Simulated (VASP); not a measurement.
# CO in VASP: single point with r2SCAN

Aim: the single point of CO with r2SCAN.

Program: VASP 6.6.1. These are calculated values, not measurements. Logs are shortened: lines on timing, memory, paths and dates and some standing lists are left out, and cuts for length are marked.

### 1 The cell of the first run

The cell holds a disordered packing, 24 atoms: a = 9.148 Å, b = 9.148 Å, c = 9.148 Å, α = 90.00°, β = 90.00°, γ = 90.00°.

### 2 Single point, r2SCAN

POSCAR

```
CO
1.0
    9.1481650000      0.0000000000      0.0000000000
    0.0000000000      9.1481650000      0.0000000000
    0.0000000000      0.0000000000      9.1481650000
O C
12 12
Direct
    0.7623386767      0.2071890920      0.4058846774
    0.9162602555      0.9070562238      0.6719489646
    0.4487129386      0.7034197569      0.9610779867
    0.8737817912      0.5159832600      0.1327479336
    0.5521872419      0.5142998623      0.4389295558
    0.1404653283      0.2787116323      1.0025398536
    0.1290750659      0.2599319098      0.3938932015
    0.0966969879      0.9795516369      0.1624260166
    0.9201080217      0.4914209571      0.7178270178
    0.4562882283      0.0423363593      0.7481828323
    0.2872707259      0.7938859870      0.4717448800
    0.6353295989      0.1822004741      1.0150997495
    0.6968392022      0.1031463687      0.3720308936
    0.8030135005      0.8750825985      0.6429486132
    0.5461860384      0.7587751205      0.9961451286
    0.9389642622      0.6099146659      0.1019658041
    0.5272532798      0.4833646966      0.5527228685
    0.1187669877      0.2703165061      0.8764161993
    0.1691596074      0.3633187639      0.4457833893
    0.2088178340      0.9234310925      0.1437446745
    0.9015797157      0.4786861627      0.5994098270
    0.4703894169      0.0938439567      0.6369911343
    0.1778498748      0.7404326441      0.4748383966
    0.7392958041      0.1684053578      0.9566508693
```

INCAR.step1

```
SYSTEM = CO
PREC = Accurate
ENCUT = 1100
ISMEAR = -1
SIGMA = 0.05
LREAL = Auto
LASPH = .True.
NELM = 120
NBANDS = 78
GGA = PE
ALGO = Normal
EDIFF = 1E-5
LWAVE = .True.
LCHARG = .False.
GGA_COMPAT = .False.
```

INCAR.step2

```
SYSTEM = CO
PREC = Accurate
ENCUT = 1100
EDIFF = 1E-6
ISMEAR = -1
SIGMA = 0.05
LREAL = Auto
LASPH = .True.
NELM = 120
ALGO = Normal
ISIF = 2
LWAVE = .False.
LCHARG = .False.
METAGGA = R2SCAN
LMIXTAU = .True.
NBANDS = 78
ISTART = 1
GGA_COMPAT = .False.
```

KPOINTS

```
Automatic mesh
0
Gamma
  1 1 1
  0 0 0
```

Potentials or basis: VASP PAW PBE potentials, release 64 (O_h, C_h).

Run with:

```sh
$ cat potpaw_PBE.64/O_h/POTCAR potpaw_PBE.64/C_h/POTCAR > POTCAR
$ cp INCAR.step1 INCAR
$ mpirun -np 1 vasp_gam > vasp.out
$ cp INCAR.step2 INCAR
$ mpirun -np 1 vasp_gam > vasp.out
```

OUTCAR:

```text
SYSTEM = CO
   PREC = Accurate
   ENCUT = 1100
   EDIFF = 1E-6
   ISMEAR = -1
   LREAL = Auto
   LASPH = .True.
   NELM = 120
   ISIF = 2
   METAGGA = R2SCAN
   ISTART = 1

 ion  position               nearest neighbor table
   1  0.762  0.207  0.406-  13 1.17
   2  0.916  0.907  0.672-  14 1.11
   3  0.449  0.703  0.961-  15 1.07
   4  0.874  0.516  0.133-  16 1.08
   5  0.552  0.514  0.439-  17 1.10
   6  0.140  0.279  0.003-  18 1.17
[... 16 lines left out ...]
  23  0.178  0.740  0.475-  11 1.11
  24  0.739  0.168  0.957-  12 1.10

  LATTYP: Found a simple cubic cell.
 ALAT       =     9.1481650000

  Lattice vectors:

 A1 = (   9.1481650000,   0.0000000000,   0.0000000000)
 A2 = (   0.0000000000,   9.1481650000,   0.0000000000)
 A3 = (   0.0000000000,   0.0000000000,   9.1481650000)

Analysis of symmetry for initial positions (statically):
=====================================================================
 Subroutine PRICEL returns:
 Original cell was already a primitive cell.

 Routine SETGRP: Setting up the symmetry group for a
 simple cubic supercell.

 Subroutine GETGRP returns: Found  1 space group operations
 (whereof  1 operations were pure point group operations)
 out of a pool of 48 trial point group operations.

The static configuration has the point symmetry C_1 .

Analysis of symmetry for dynamics (positions and initial velocities):
=====================================================================
 Subroutine PRICEL returns:
 Original cell was already a primitive cell.

 Routine SETGRP: Setting up the symmetry group for a
 simple cubic supercell.

 Subroutine GETGRP returns: Found  1 space group operations
 (whereof  1 operations were pure point group operations)
 out of a pool of 48 trial point group operations.

The dynamic configuration has the point symmetry C_1 .

 Subroutine INISYM returns: Found  1 space group operations
 (whereof  1 operations are pure point group operations),
 and found     1 'primitive' translations

----------------------------------------------------------------------------------------

[... 106 lines left out ...]
   ISPIN  =      1    spin polarized calculation?
   LNONCOLLINEAR =      F non collinear calculations
   LSORBIT =      F    spin-orbit coupling
   LASPH  =      T    aspherical Exc in radial PAW
   ENCUT  = 1100.0 eV  80.85 Ry    8.99 a.u.  24.74 24.74 24.74*2*pi/ulx,y,z
   NELM   =    120;   NELMIN=  2; NELMDL=  0     # of ELM steps
   EDIFF  = 0.1E-05   stopping-criterion for ELM
   LREAL  =      T    real-space projection
   EDIFFG = 0.1E-04   stopping-criterion for IOM
   NSW    =      0    number of steps for IOM
[... 5 lines left out ...]
   TEBEG  =    0.0;   TEEND  =   0.0 temperature during run
   PSTRESS=    0.0 pullay stress
   NELECT =     120.0000    total number of electrons
   NUPDOWN=      -1.0000    fix difference up-down
   EMIN   =  10.00;   EMAX   =-10.00  energy-range for DOS
   EFERMI =   0.00;   METHOD = LEGACY
   ISMEAR =    -1;   SIGMA  =   0.05  broadening in eV -4-tet -1-fermi 0-gaus
   EFERMI_NEDOS =   21; number of points for ismear=-14 and -15
   IALGO  =     38    algorithm
   IMIX   =      4    mixing-type and parameters
     AMIX     =   0.40;   BMIX     =  1.00
     AMIX_MAG =   1.60;   BMIX_MAG =  1.00
  volume/ion in A,a.u.               =      31.90       215.27
  Fermi-wavevector in a.u.,A,eV,Ry     =   0.882676  1.668016 10.600526  0.779117
  Thomas-Fermi vector in A             =   2.003339
   LORBIT       =      0    0 simple, 1 ext, 2 COOP (PROOUT), +10 PAW based schemes
   METAGGA = R2SCAN    functional components
   LHFCALC =     F    Hartree Fock is set to
   AEXX    =    0.0000 exact exchange contribution
   IVDW    =     0    specifies the selected vdW correction
   LEPSILON=     F    determine dielectric tensor
   LRPA    =     F    only Hartree local field effects (RPA)
 non-spin polarized calculation
  energy-cutoff  :     1100.00
  volume of cell :      765.60
 maximum number of plane-waves:     31731
 NGX is ok and might be reduce to    98
   NGX = 49   NGY = 49   NGZ = 49

 number of electron     119.9999998 magnetization

 Free energy of the ion-electron system (eV)
  ---------------------------------------------------
  ext. energy  EPLUGINS =         0.00000000
  ---------------------------------------------------
  free energy    TOTEN  =      -199.53427761 eV

  energy without entropy =     -199.53427761  energy(sigma->0) =     -199.53427761

 E-fermi :  -5.1456     XC(G=0):  -5.0839

 val. band max:       -6.4110295752   @ k =   0.0000   0.0000   0.0000
 cond. band min:       0.2276161234   @ k =   0.0000   0.0000   0.0000
 fundamental gap:      6.6386456986
 Fermi energy:        -5.1455561814

 k-point     1 :       0.0000    0.0000    0.0000
  band No.  band energies     occupation
      1     -28.8047      2.00000
      2     -28.7518      2.00000
      3     -28.6177      2.00000
      4     -28.5416      2.00000
      5     -28.5080      2.00000
      6     -28.4668      2.00000
[... 64 lines left out ...]
     71       0.9851      0.00000
     72       1.0499      0.00000
 [bands above 72 left out]

------------------------ aborting loop because EDIFF is reached ----------------------------------------

  FORCE on cell =-STRESS in cart. coord.  units (eV):
  Direction    XX          YY          ZZ          XY          YZ          ZX
  --------------------------------------------------------------------------------------
  -------------------------------------------------------------------------------------
  Total        9.6210970      3.2055939      2.5588347      6.6310135     -1.5225577     -1.2343054
  in kB       20.1341458      6.7083716      5.3548936     13.8767745     -3.1862685     -2.5830406
  external PRESSURE =      10.7324703 kB  Pullay stress =       0.0000000 kB

 VOLUME and BASIS-vectors are now :
 -----------------------------------------------------------------------------
  energy-cutoff  :     1100.00
  volume of cell :      765.60
      direct lattice vectors                 reciprocal lattice vectors
     9.148165000  0.000000000  0.000000000     0.109311540  0.000000000  0.000000000
     0.000000000  9.148165000  0.000000000     0.000000000  0.109311540  0.000000000
     0.000000000  0.000000000  9.148165000     0.000000000  0.000000000  0.109311540

 POSITION                                       TOTAL-FORCE (eV/Angst)
 -----------------------------------------------------------------------------------
      6.97400      1.89540      3.71310        -2.144642     -3.411540     -1.111507
      8.38210      8.29790      6.14710         2.041695      0.580374      0.520823
      4.10490      6.43500      8.79210        -6.187144     -3.536046     -2.237940
      7.99350      4.72030      1.21440        -3.343794     -4.806044      1.567289
      5.05150      4.70490      4.01540         0.588290      0.775983     -2.868762
      1.28500      2.54970      0.02323        -0.829166     -0.269337     -4.767564
[... 16 lines left out ...]
      1.62700      6.77360      4.34390        -1.360380     -0.628169      0.041261
      6.76320      1.54060      8.75160         3.144074     -0.418386     -1.778408
 -----------------------------------------------------------------------------------
    total drift:                               -0.003091     -0.011336      0.007312

  FREE ENERGIE OF THE ION-ELECTRON SYSTEM (eV)
  ---------------------------------------------------
  free  energy   TOTEN  =      -199.5342776072 eV

  energy  without entropy=     -199.5342776071  energy(sigma->0) =     -199.53427761
```

OUTCAR.step1:

```text
SYSTEM = CO
   PREC = Accurate
   ENCUT = 1100
   ISMEAR = -1
   LREAL = Auto
   LASPH = .True.
   NELM = 120
[... 341 lines left out ...]
      1.28500      2.54970      0.02323        -0.632732     -0.197963     -3.722253
[... 16 lines left out ...]
      1.62700      6.77360      4.34390        -2.366059     -1.124110      0.076785
      6.76320      1.54060      8.75160         4.148349     -0.545798     -2.333951
 -----------------------------------------------------------------------------------
    total drift:                               -0.004533     -0.011917      0.010195

  FREE ENERGIE OF THE ION-ELECTRON SYSTEM (eV)
  ---------------------------------------------------
  free  energy   TOTEN  =      -178.6288936142 eV

  energy  without entropy=     -178.6288936142  energy(sigma->0) =     -178.62889361
```

Wall time 15 min (1 thread of Intel Xeon Platinum 8488C (Sapphire Rapids), shared host); peak memory 1.9 GiB.

What came out:

```
Free energy   : -199.5343 eV
Pressure      : 1.1 GPa
Largest force : 7.476 eV/Å
```

Forces on the atoms (eV/Å):
```
O   -2.145 -3.412 -1.112
O    2.042  0.580  0.521
O   -6.187 -3.536 -2.238
O   -3.344 -4.806  1.567
O    0.588  0.776 -2.869
O   -0.829 -0.269 -4.768
O   -0.240 -0.627 -0.312
O    3.235 -1.640 -0.519
O    0.444  0.385  3.106
O    0.009  0.100 -0.267
O    1.355  0.633 -0.001
O   -3.137  0.441  1.787
C    2.177  3.379  1.037
C   -2.036 -0.589 -0.482
C    6.216  3.517  2.210
C    3.346  4.788 -1.553
C   -0.592 -0.766  2.856
C    0.890  0.246  4.761
C    0.309  0.552  0.269
C   -3.273  1.662  0.509
C   -0.519 -0.268 -3.056
C   -0.092 -0.098  0.289
C   -1.360 -0.628  0.041
C    3.144 -0.418 -1.778
```

Caveat: the k points lie up to 0.69 Å⁻¹ apart; the PAW data sets were made with another functional, which shifts forces and pressure a little.
